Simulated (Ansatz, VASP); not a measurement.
**SnO2: VASP beside Ansatz**

INCAR

```
SYSTEM = SnO2
PREC = Accurate
ENCUT = 520
EDIFF = 1E-6
ISMEAR = 0
SIGMA = 0.05
LREAL = .FALSE.
LASPH = .TRUE.
NELM = 100
ALGO = Normal
ISIF = 2
LWAVE = .FALSE.
LCHARG = .TRUE.
GGA = CA
LELF = .TRUE.
LVHAR = .TRUE.
NBANDS = 35
```

Contents of KPOINTS:

```
regular mesh
0
G
  6 6 8
  0 0 0
```

POSCAR

```
SnO2
1.0
    4.7201335122      0.0000000000      0.0000000000
    0.0000000000      4.7206343096      0.0000000000
    0.0000000000      0.0000000000      3.1145231189
Sn O
2 4
Direct
    0.5000000000      0.5000000000      0.5029486874
    0.0000000000      0.0000000000     -0.0029486874
    0.3059920350      0.3061675039     -0.0188157216
    0.8059920350      0.1938324961      0.5188157216
    0.1940079650      0.8061675039      0.5188157216
    0.6940079650      0.6938324961     -0.0188157216
```

Input for Ansatz:

```yaml
crystal:
  lattice:
    - [4.7201335122, 0.0, 0.0]
    - [0.0, 4.7206343096, 0.0]
    - [0.0, 0.0, 3.1145231189]
  atoms:
    - { symbol: Sn, position: [0.5, 0.5, 0.5029486874] }
    - { symbol: Sn, position: [0.0, 0.0, -0.0029486874] }
    - { symbol: O, position: [0.305992035, 0.3061675039, -0.0188157216] }
    - { symbol: O, position: [0.805992035, 0.1938324961, 0.5188157216] }
    - { symbol: O, position: [0.194007965, 0.8061675039, 0.5188157216] }
    - { symbol: O, position: [0.694007965, 0.6938324961, -0.0188157216] }
basis:
  ecutwfc: 520.0
kpoints:
  mp_grid: { grid: [6, 6, 8] }
hamiltonian:
  xc: lda
  pseudopotentials: { kind: paw, azcp: { folder: soft_1 } }
scf:
  occupations: { method: gaussian, width: 0.05 }
output:
  forces: true
  stress: true
  eigenvalues: true
  write_density: true
  write_potential: true
  elf: true
  volumetric_format: npy
```

Change from the starting cell: mode 14 frozen in at -0.060 Å, normal strain along z -0.0233.

Alike in both runs: task single point; functional LDA; k mesh 6 × 6 × 8; occupations gaussian, width 0.05 eV; no spin polarisation.

```csv
,VASP,Ansatz
version,VASP 6.6.1,Ansatz 0.2.0
potentials or method,"VASP PAW LDA potentials, release 64 (Sn_d, O), cutoff 520 eV","scalar-relativistic, plane waves, PAW"
valence electrons in the cell,52,52
```

Ansatz gave:

| Quantity | Value |
| --- | --- |
| gap on the k mesh at the Fermi level (eV) | 1.52 |
| least direct gap on the mesh (eV) | 1.52 |
| pressure (GPa) | 7.5 |
| traceless stress, the component that is largest in VASP (GPa) | 4.88 |
| rms of the force components (eV/Å) | 0.770 |

Question: Estimate VASP's values.

Answer: gap on the k mesh at the Fermi level (eV): 1.54; least direct gap on the mesh (eV): 1.54; pressure (GPa): 9.1; traceless stress, the component that is largest in VASP (GPa): 5.36; rms of the force components (eV/Å): 0.803.

Ansatz warns that its potentials were made for another functional, while VASP's fit it. LDA's correlation is that of Perdew and Zunger in VASP and of Perdew and Wang (1992) in Ansatz. Atom by atom the forces differ by 0.038 eV/Å (rms over components).
